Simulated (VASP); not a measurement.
# Ge: single point with r2SCAN

Ge:

```
Ge
1.0
    -2.47351    2.62708    1.42406
     2.47351   -2.62708    1.42406
     2.47351    2.62708   -1.42406
Ge
2
Cartesian
  2.4735 -1.3135 1.2416
  0.0000 3.9406 0.1825
```

```
Program             : VASP 6.6.1
Task                : single point
Functional          : r2SCAN
Potentials or basis : VASP PAW PBE potentials, release 64 (Ge_d)
Cutoff              : 520 eV
k mesh              : 11 × 11 × 11
Occupations         : methfessel-paxton, width 0.1 eV
Spin                : no spin polarisation
```

The pressure is 0.6 GPa. The largest force is 0.090 eV/Å and the band gap on the k mesh is zero (bands 14 and 15 overlap by 5.71 eV).

Forces on the atoms (eV/Å):
```
Ge   0.000  0.000 -0.090
Ge   0.000  0.000  0.090
```

Stress tensor (GPa, compression positive):
```
 1.78  0.00  0.00
 0.00 -0.47  0.00
 0.00  0.00  0.50
```

Levels at points of the mesh, in eV from the Fermi level:
```tsv
k point	band 10	band 11	band 12	band 13	band 14	band 15	band 16	band 17	band 18	band 19
(0.00, 0.00, 0.00)	-25.18	-13.99	-3.76	-2.68	-2.16	3.86	7.44	7.75	8.52	8.86
```

Run time: 18 min on 1 thread of Intel(R) Xeon(R) Platinum 8259CL CPU @ 2.50GHz (Skylake/Cascade Lake) (shared host), peak memory 0.26 GiB.

Caveat: the PAW data sets were made with another functional, which shifts forces and pressure a little.
